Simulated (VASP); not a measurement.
The system is ZrAl3B3N.

```
CELL_PARAMETERS angstrom
3.34184 -4.21923 0.00000
3.34184 4.21923 0.00000
-1.72998 0.00000 3.32298
ATOMIC_POSITIONS crystal
Zr 0.00000 0.00000 0.00000
Al 0.00000 0.50000 0.00000
Al 0.50000 0.00000 0.00000
Al 0.50000 0.50000 0.00000
B 0.73474 0.26526 0.00000
B 0.26526 0.73474 0.00000
B 0.00000 0.00000 0.50000
N 0.50000 0.50000 0.50000
```

The cell was generated, and may not be a known phase.

| Property | Result |
| --- | --- |
| Program | VASP 6.6.1 |
| Task | relaxation of cell and atoms |
| Functional | PBE |
| Potentials or basis | VASP PAW PBE potentials, release 64 (Zr_sv, Al, B, N) |
| Cutoff | 600 eV |
| k mesh | 3 × 3 × 4 |
| Occupations | gaussian, width 0.15 eV |
| Spin | no spin polarisation |

At the start: pressure 60.2 GPa; volume 11.71 Å³/atom.

Q: Where does the relaxation end?

A: Over 19 steps the energy falls by 1283.5 meV/atom and the volume is 13.07 Å³/atom (+11.6 %); space group C2/m (No. 12, to 0.1 Å) before and after.

The path:
| step | energy change (eV) | largest force (eV/Å) | pressure (GPa) | volume (Å³) |
| --- | --- | --- | --- | --- |
| 1 | 0.0000 | 0.1801 | 60.18 | 93.71 |
| 2 | -4.4974 | 0.0343 | -17.75 | 162.18 |
| 3 | -7.5830 | 0.4440 | -3.58 | 126.95 |
| 4 | -7.5854 | 0.4538 | -2.98 | 126.24 |
| 5 | -8.1137 | 0.1778 | -3.29 | 122.34 |
| 6 | -8.9992 | 1.1602 | -1.27 | 109.14 |
| 7 | -9.4355 | 0.5937 | 0.63 | 104.60 |
| 8 | -9.6592 | 0.0575 | 5.67 | 97.82 |
| 9 | -9.6738 | 0.1501 | 4.01 | 99.51 |
| 10 | -9.6758 | 0.1162 | 4.52 | 98.95 |
| 11 | -9.7595 | 0.0976 | -1.16 | 101.86 |
| 12 | -9.7667 | 0.0566 | 0.10 | 101.14 |
| 13 | -9.8945 | 0.1117 | -0.49 | 102.05 |
| 14 | -10.1426 | 0.3412 | -1.14 | 104.11 |
| 15 | -10.2225 | 0.1957 | 0.20 | 103.86 |
| 16 | -10.2387 | 0.1109 | 1.31 | 103.65 |
| 17 | -10.2602 | 0.0212 | -0.39 | 104.79 |
| 18 | -10.2620 | 0.0091 | -1.02 | 105.23 |
| 19 | -10.2682 | 0.0258 | -0.28 | 104.54 |

Final structure:
```xyz
8
Lattice="3.6616 -4.5047 -1.5814 3.6616 4.5047 -1.5814 -3.0246 0.0000 4.4752" Properties=species:S:1:pos:R:3 pbc="T T T"
Zr    0.6370   -4.5047    2.8938
Al    2.4678   -2.2523    2.1031
Al   -1.1938   -2.2523    3.6845
Al    0.6370    0.0000    2.8938
B     3.6616   -2.0945   -1.5814
B     3.6616    2.0945   -1.5814
B     2.1493   -4.5047    0.6562
N     2.1493    0.0000    0.6562
```

Caveat: the k points lie up to 0.54 Å⁻¹ apart in the final cell, too coarse for converged energies and pressures of a metal; a cell axis changed by over 15 % at a fixed basis, so the end point is rough; an odd number of electrons without spin polarisation forces a metal; a magnetic or distorted state may lie lower.
